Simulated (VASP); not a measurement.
# SnO (Pmn2_1) in VASP: a series of runs

SnO is run at these levels: r2SCAN, PBEsol; tasks: single point.

All numbers are computed with VASP 6.6.1; they aren't measurements. Logs are shortened: lines on timing, memory, paths and dates and some standing lists are left out, and cuts for length are marked.

## (1) The cell of the first run

Symmetry: Pmn2_1, No. 31, orthorhombic system. Conventional cell: a = 3.355 Å, b = 5.674 Å, c = 4.222 Å, α = 90.00°, β = 90.00°, γ = 90.00°. Within 2.8 Å of Sn (site symmetry m) lie 3 O at 2.15 to 2.16 Å. Within 2.8 Å of O (site symmetry m) lie 3 Sn at 2.15 to 2.16 Å.

## (2) Single point, r2SCAN

POSCAR reads:

```
SnO
1.0
    3.3550050000      0.0000000000      0.0000000000
    0.0000000000      5.6741040000      0.0000000000
    0.0000000000      0.0000000000      4.2219700000
Sn O
2 2
Direct
    0.5000000000      0.7680910000      0.0131440000
    0.0000000000      0.2319090000      0.5131440000
    0.5000000000      0.1087500000      0.2368570000
    0.0000000000      0.8912500000      0.7368570000
```

INCAR.step1 reads:

```
SYSTEM = SnO
ALGO = Normal
EDIFF = 1E-5
ENCUT = 910
GGA = PE
GGA_COMPAT = .FALSE.
ISMEAR = -1
LASPH = .TRUE.
LCHARG = .FALSE.
LREAL = .FALSE.
LWAVE = .TRUE.
NBANDS = 28
NELM = 120
PREC = Accurate
SIGMA = 0.05
```

INCAR.step2 reads:

```
SYSTEM = SnO
ALGO = Normal
EDIFF = 1E-6
ENCUT = 910
GGA_COMPAT = .FALSE.
ISIF = 2
ISMEAR = -1
ISTART = 1
LASPH = .TRUE.
LCHARG = .FALSE.
LMIXTAU = .TRUE.
LREAL = .FALSE.
LWAVE = .FALSE.
METAGGA = R2SCAN
NBANDS = 28
NELM = 120
PREC = Accurate
SIGMA = 0.05
```

KPOINTS reads:

```
k-points
0
G
  5 3 4
  0 0 0
```

Potentials or basis: VASP PAW PBE potentials, release 64 (Sn_d, O_h).

Started as:

```
$ cat potpaw_PBE.64/Sn_d/POTCAR potpaw_PBE.64/O_h/POTCAR > POTCAR
$ cp INCAR.step1 INCAR
$ mpirun -np 1 vasp_std > vasp.out
$ cp INCAR.step2 INCAR
$ mpirun -np 1 vasp_std > vasp.out
```

OUTCAR:

```text
SYSTEM = SnO
   EDIFF = 1E-6
   ENCUT = 910
   ISIF = 2
   ISMEAR = -1
   ISTART = 1
   LASPH = .TRUE.
   LREAL = .FALSE.
   METAGGA = R2SCAN
   NELM = 120
   PREC = Accurate

 ion  position               nearest neighbor table
   1  0.500  0.768  0.013-   3 2.15   4 2.16   4 2.16
   2  0.000  0.232  0.513-   4 2.15   3 2.16   3 2.16
   3  0.500  0.109  0.237-   1 2.15   2 2.16   2 2.16
   4  0.000  0.891  0.737-   2 2.15   1 2.16   1 2.16

  LATTYP: Found a simple orthorhombic cell.
 ALAT       =     3.3550050000
 B/A-ratio  =     1.2584094510
 C/A-ratio  =     1.6912356315

  Lattice vectors:

 A1 = (  -3.3550050000,   0.0000000000,   0.0000000000)
 A2 = (   0.0000000000,   0.0000000000,   4.2219700000)
 A3 = (   0.0000000000,   5.6741040000,   0.0000000000)

Analysis of symmetry for initial positions (statically):
=====================================================================
 Subroutine PRICEL returns:
 Original cell was already a primitive cell.

 Routine SETGRP: Setting up the symmetry group for a
 simple orthorhombic supercell.

 Subroutine GETGRP returns: Found  4 space group operations
 (whereof  2 operations were pure point group operations)
 out of a pool of  8 trial point group operations.

The static configuration has the point symmetry C_1h.
 The point group associated with its full space group is C_2v.

Analysis of symmetry for dynamics (positions and initial velocities):
=====================================================================
 Subroutine PRICEL returns:
 Original cell was already a primitive cell.

 Routine SETGRP: Setting up the symmetry group for a
 simple orthorhombic supercell.

 Subroutine GETGRP returns: Found  4 space group operations
 (whereof  2 operations were pure point group operations)
 out of a pool of  8 trial point group operations.

The dynamic configuration has the point symmetry C_1h.
 The point group associated with its full space group is C_2v.

 Subroutine INISYM returns: Found  4 space group operations
 (whereof  2 operations are pure point group operations),
 and found     1 'primitive' translations

----------------------------------------------------------------------------------------

                                     Primitive cell

  volume of cell :      80.3722

  direct lattice vectors                    reciprocal lattice vectors
     3.355005000  0.000000000  0.000000000     0.298062149  0.000000000  0.000000000
     0.000000000  5.674104000  0.000000000     0.000000000  0.176239279  0.000000000
     0.000000000  0.000000000  4.221970000     0.000000000  0.000000000  0.236856254

  length of vectors
     3.355005000  5.674104000  4.221970000     0.298062149  0.176239279  0.236856254

  position of ions in fractional coordinates (direct lattice)
     0.500000000  0.768091000  0.013144000
     0.000000000  0.231909000  0.513144000
     0.500000000  0.108750000  0.236857000
     0.000000000  0.891250000  0.736857000

  ion indices of the primitive-cell ions
   primitive index   ion index
                 1           1
                 2           2
                 3           3
                 4           4

----------------------------------------------------------------------------------------

 KPOINTS: k-points

Automatic generation of k-mesh.
 Grid dimensions read from file:
 generate k-points for:    5    3    4

 Generating k-lattice:

  Cartesian coordinates                     Fractional coordinates (reciprocal lattice)
     0.059612430  0.000000000  0.000000000     0.200000000  0.000000000  0.000000000
     0.000000000  0.058746426  0.000000000     0.000000000  0.333333333  0.000000000
     0.000000000  0.000000000  0.059214064     0.000000000  0.000000000  0.250000000

  Length of vectors
     0.059612430  0.058746426  0.059214064

  Shift w.r.t. Gamma in fractional coordinates (k-lattice)
     0.000000000  0.000000000  0.000000000

 Subroutine IBZKPT returns following result:
 ===========================================

 Found     18 irreducible k-points:

 Following reciprocal coordinates:
            Coordinates               Weight
  0.000000  0.000000  0.000000      1.000000
  0.200000  0.000000  0.000000      2.000000
  0.400000  0.000000  0.000000      2.000000
  0.000000  0.333333  0.000000      2.000000
  0.200000  0.333333  0.000000      4.000000
  0.400000  0.333333  0.000000      4.000000
[... 10 lines left out ...]
  0.200000  0.333333  0.500000      4.000000
  0.400000  0.333333  0.500000      4.000000
   k-points           NKPTS =     18   k-points in BZ     NKDIM =     18   number of bands    NBANDS=     28
   number of dos      NEDOS =    301   number of ions     NIONS =      4
   total plane-waves  NPLWV =  84672
   dimension x,y,z NGX =    36 NGY =   56 NGZ =   42
   dimension x,y,z NGXF=    72 NGYF=  112 NGZF=   84
   ions per type =               2   2
   NGX,Y,Z   is equivalent  to a cutoff of  17.84, 16.41, 16.54 a.u.
   NGXF,Y,Z  is equivalent  to a cutoff of  35.68, 32.81, 33.08 a.u.
 SYSTEM =  SnO
   PREC   = accura    normal or accurate (medium, high low for compatibility)
   ISTART =      1    job   : 0-new  1-cont  2-samecut
   ICHARG =      0    charge: 1-file 2-atom 10-const
   ISPIN  =      1    spin polarized calculation?
   LNONCOLLINEAR =      F non collinear calculations
   LSORBIT =      F    spin-orbit coupling
   LASPH  =      T    aspherical Exc in radial PAW
   ENCUT  =  910.0 eV  66.88 Ry    8.18 a.u.   8.25 13.96 10.38*2*pi/ulx,y,z
   NELM   =    120;   NELMIN=  2; NELMDL=  0     # of ELM steps
   EDIFF  = 0.1E-05   stopping-criterion for ELM
   LREAL  =      F    real-space projection
   EDIFFG = 0.1E-04   stopping-criterion for IOM
   NSW    =      0    number of steps for IOM
   IBRION =     -1    ionic relax: 0-MD 1-quasi-New 2-CG
   NFREE  =      0    steps in history (QN), initial steepest desc. (CG)
   ISIF   =      2    stress and relaxation
   ISYM   =      2    0-nonsym 1-usesym 2-fastsym
   POTIM  = 0.5000    time-step for ionic-motion
   TEBEG  =    0.0;   TEEND  =   0.0 temperature during run
   PSTRESS=    0.0 pullay stress
   NELECT =      40.0000    total number of electrons
   NUPDOWN=      -1.0000    fix difference up-down
   EMIN   =  10.00;   EMAX   =-10.00  energy-range for DOS
   EFERMI =   0.00;   METHOD = LEGACY
   ISMEAR =    -1;   SIGMA  =   0.05  broadening in eV -4-tet -1-fermi 0-gaus
   EFERMI_NEDOS =   21; number of points for ismear=-14 and -15
   IALGO  =     38    algorithm
   IMIX   =      4    mixing-type and parameters
     AMIX     =   0.40;   BMIX     =  1.00
     AMIX_MAG =   1.60;   BMIX_MAG =  1.00
  volume/ion in A,a.u.               =      20.09       135.59
  Fermi-wavevector in a.u.,A,eV,Ry     =   1.297357  2.451650 22.900458  1.683136
  Thomas-Fermi vector in A             =   2.428755
   LORBIT       =      0    0 simple, 1 ext, 2 COOP (PROOUT), +10 PAW based schemes
   METAGGA = R2SCAN    functional components
   LHFCALC =     F    Hartree Fock is set to
   AEXX    =    0.0000 exact exchange contribution
   IVDW    =     0    specifies the selected vdW correction
   LEPSILON=     F    determine dielectric tensor
   LRPA    =     F    only Hartree local field effects (RPA)
 non-spin polarized calculation
  energy-cutoff  :      910.00
  volume of cell :       80.37
 maximum number of plane-waves:      5040
 NGX is ok and might be reduce to    36
   NGX = 17   NGY = 27   NGZ = 21

 number of electron      40.0000001 magnetization

 Free energy of the ion-electron system (eV)
  ---------------------------------------------------
  ext. energy  EPLUGINS =         0.00000000
  ---------------------------------------------------
  free energy    TOTEN  =       -66.58119994 eV

  energy without entropy =      -66.58119994  energy(sigma->0) =      -66.58119994

 E-fermi :   5.7529     XC(G=0): -10.1373

 val. band max:        4.8186461338   @ k =   0.0000   0.0000   0.0000
 cond. band min:       6.7300622384   @ k =   0.4000   0.3333   0.0000
 fundamental gap:      1.9114161047
 Fermi energy:         5.7529189918

 k-point     1 :       0.0000    0.0000    0.0000
  band No.  band energies     occupation
      1     -17.1147      2.00000
      2     -16.6949      2.00000
      3     -16.5866      2.00000
      4     -16.5767      2.00000
      5     -16.5480      2.00000
      6     -16.5048      2.00000
[... 20 lines left out ...]
     27      14.2583      0.00000
     28      14.8791      0.00000

 k-point     2 :       0.2000    0.0000    0.0000
  band No.  band energies     occupation
      1     -17.1048      2.00000
      2     -16.7671      2.00000
      3     -16.6110      2.00000
      4     -16.5745      2.00000
      5     -16.5530      2.00000
      6     -16.5059      2.00000
[... 20 lines left out ...]
     27      14.0909      0.00000
     28      15.0484      0.00000

 k-point     3 :       0.4000    0.0000    0.0000
  band No.  band energies     occupation
      1     -17.0966      2.00000
      2     -17.0006      2.00000
      3     -16.5679      2.00000
      4     -16.5541      2.00000
      5     -16.5171      2.00000
      6     -16.5116      2.00000
[... 20 lines left out ...]
     27      13.9312      0.00000
     28      15.2761      0.00000

 k-point     4 :       0.0000    0.3333    0.0000
  band No.  band energies     occupation
      1     -17.1083      2.00000
      2     -16.6985      2.00000
      3     -16.5814      2.00000
      4     -16.5741      2.00000
      5     -16.5505      2.00000
      6     -16.5114      2.00000
[... 392 lines left out ...]
     27      16.0128      0.00000
     28      16.0128      0.00000

 k-point    17 :       0.2000    0.3333    0.5000
  band No.  band energies     occupation
      1     -16.9794      2.00000
      2     -16.9794      2.00000
      3     -16.5927      2.00000
      4     -16.5927      2.00000
      5     -16.5323      2.00000
      6     -16.5323      2.00000
[... 20 lines left out ...]
     27      15.7589      0.00000
     28      15.7589      0.00000

 k-point    18 :       0.4000    0.3333    0.5000
  band No.  band energies     occupation
      1     -17.0732      2.00000
      2     -17.0732      2.00000
      3     -16.5798      2.00000
      4     -16.5798      2.00000
      5     -16.5016      2.00000
      6     -16.5016      2.00000
[... 20 lines left out ...]
     27      15.1474      0.00000
     28      15.1474      0.00000

------------------------ aborting loop because EDIFF is reached ----------------------------------------

  FORCE on cell =-STRESS in cart. coord.  units (eV):
  Direction    XX          YY          ZZ          XY          YZ          ZX
  --------------------------------------------------------------------------------------
  -------------------------------------------------------------------------------------
  Total       -1.7698605     -1.0684225     -1.2271804      0.0000000      0.0000000      0.0000000
  in kB      -35.2812532    -21.2984498    -24.4632068      0.0000000      0.0000000      0.0000000
  external PRESSURE =     -27.0143033 kB  Pullay stress =       0.0000000 kB

 VOLUME and BASIS-vectors are now :
 -----------------------------------------------------------------------------
  energy-cutoff  :      910.00
  volume of cell :       80.37
      direct lattice vectors                 reciprocal lattice vectors
     3.355005000  0.000000000  0.000000000     0.298062149  0.000000000  0.000000000
     0.000000000  5.674104000  0.000000000     0.000000000  0.176239279  0.000000000
     0.000000000  0.000000000  4.221970000     0.000000000  0.000000000  0.236856254

 POSITION                                       TOTAL-FORCE (eV/Angst)
 -----------------------------------------------------------------------------------
      1.67750      4.35823      0.05549         0.000000      0.503411     -0.159122
      0.00000      1.31588      2.16648         0.000000     -0.503411     -0.159122
      1.67750      0.61706      1.00000         0.000000     -0.192320      0.159122
      0.00000      5.05705      3.11099         0.000000      0.192320      0.159122
 -----------------------------------------------------------------------------------
    total drift:                                0.000000      0.000000      0.001463

  FREE ENERGIE OF THE ION-ELECTRON SYSTEM (eV)
  ---------------------------------------------------
  free  energy   TOTEN  =       -66.5811999426 eV

  energy  without entropy=      -66.5811999416  energy(sigma->0) =      -66.58119994
```

Wall time 2.4 min (1 thread of Intel Xeon 6975P-C (Granite Rapids), shared host); peak memory 0.34 GiB.

What came out:

```
Free energy            : -66.5812 eV
Pressure               : -2.7 GPa
Largest force          : 0.528 eV/Å
Band gap on the k mesh : 1.91 eV (least direct gap 2.50 eV)
```

Forces in eV/Å, atoms in the order of the input:
```
Sn   0.000  0.503 -0.159
Sn   0.000 -0.503 -0.159
O    0.000 -0.192  0.159
O    0.000  0.192  0.159
```

Caveat: the cutoff is under 1.25 times the usual one of these potentials, so pressure, stress and relaxed cells hold a basis-set (Pulay) error; the PAW data sets were made with another functional, which shifts forces and pressure a little; spin-orbit coupling is left out, which moves the levels of the heavy elements; an odd mesh through Γ misses points on the zone boundary, where band edges can lie.

[end of part 1 of 2]
